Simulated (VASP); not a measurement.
Runs of VASP 6.6.1 on MgO. The structure is that of space group Pm-3m (No. 221), or close to it. The cells are those of the table. 

| level | cell | k mesh | smearing | grid for exact exchange (PRECFOCK) | screening parameter | gap on the mesh (eV) | pressure (GPa) |
| --- | --- | --- | --- | --- | --- | --- | --- |
| r2SCAN | a = 2.748, b = 2.748, c = 2.623 Å, 2 atoms | 10 × 10 × 10 | gaussian 0.01 eV | - | - | (a) | -12.8 |
| PBE | a = 2.748, b = 2.748, c = 2.623 Å, 2 atoms | 10 × 10 × 10 | fermi-dirac 0.02 eV | - | - | 1.45 | -6.8 |
| HSE06 | a = 2.748, b = 2.748, c = 2.623 Å, 2 atoms | 6 × 6 × 6 | gaussian 0.01 eV | Normal | 0.2079 1/Å | 2.89 | (b) |
| HSE06 | a = 2.656 Å, 2 atoms | 6 × 6 × 6 | gaussian 0.01 eV | Normal | 0.2079 1/Å | (c) | -6.5 |
| r2SCAN | a = 2.752, b = 2.623, c = 2.623 Å, 2 atoms | 10 × 10 × 10 | gaussian 0.01 eV | - | - | 2.74 | -7.6 |

Alike in all rows: task single point; potentials or basis VASP PAW PBE potentials, release 64 (Mg, O); no spin polarisation; cutoff (eV) 520.

Problem. Fill in the values left out.

Solution. (a) 2.23; (b) -13.0; (c) 3.77.

Caveats: the PAW data sets were made with another functional, which shifts forces and pressure a little (some runs).

A k mesh can miss the band edges.
